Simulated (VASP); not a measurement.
Here is a VASP 6.6.1 calculation.

File INCAR:

```
SYSTEM = AlN
  PREC = Accurate
  ENCUT = 520
  EDIFF = 1E-6
  ISMEAR = 0
  SIGMA = 0.05
  LREAL = .False.
  LASPH = .True.
  NELM = 60
  ALGO = Normal
  ISIF = 2
  LWAVE = .False.
  LCHARG = .False.
  GGA = PE
  NBANDS = 16
```

File KPOINTS:

```
Automatic mesh
0
Gamma
  8 8 6
  0 0 0
```

POSCAR

```
AlN
1.0
    0.0000000000     -1.9844337052     -1.9844337052
    0.0000000000      1.9844337052     -1.9844337052
    3.9688674103      0.0000000000      0.0000000000
Al N
2 2
Direct
    0.5000000000      0.5000000000      0.0000000000
    0.0000000000      0.0000000000      0.5000000000
    0.5000000000      0.5000000000      0.5000000000
    0.0000000000      1.0000000000      0.0000000000
```

Potentials or basis: VASP PAW PBE potentials, release 64 (Al, N).

Run with:

```console
$ cat potpaw_PBE.64/Al/POTCAR potpaw_PBE.64/N/POTCAR > POTCAR
$ mpirun -np 1 vasp_std > vasp.out
```

**Question.** What does it give for the band gap on the k mesh?

**Answer.** 5.16 eV.

**Question.** Predict the pressure.

**Answer.** 21.9 GPa.

A k mesh can miss the band edges.
